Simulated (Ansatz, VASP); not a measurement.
# Two plane-wave programs on ScB2P3

```
Sc B P
1.0
     2.84563   -4.71164    0.00000
     2.84563    4.71164    0.00000
     0.00000    0.00000    2.97223
Sc B P
1 2 3
Direct
  0.50000 0.50000 0.00000
  0.21606 0.78394 0.00000
  0.78394 0.21606 0.00000
  0.00000 0.00000 0.00000
  0.50000 0.00000 0.50000
  0.00000 0.50000 0.50000
```

Change from the starting cell: species swapped into the NaH2Pd3 type (Cmmm, No. 65).

Alike in both runs: functional PBE; k mesh 3 × 3 × 5; occupations gaussian, width 0.2 eV; no spin polarisation.

Ansatz relaxed the structure, and its values are those at the end. VASP's run is a single point on that final structure, the one shown.

|  | VASP | Ansatz |
| --- | --- | --- |
| version | VASP 6.6.1 | Ansatz 0.2.0 |
| potentials or method | VASP PAW PBE potentials, release 64 (Sc_sv, B, P), cutoff 500 eV | scalar-relativistic, plane waves, PAW |
| valence electrons in the cell | 32 | 32 |

|  | VASP | Ansatz | Ansatz less VASP |
| --- | --- | --- | --- |
| gap on the k mesh at the Fermi level (eV) | none | none | - |
| pressure (GPa) | -0.2 | -0.2 | +0.07 |

A gap of «none» marks a metal or a gap that the smearing closes.

The k mesh is coarse, so the values compare programs but aren't converged.
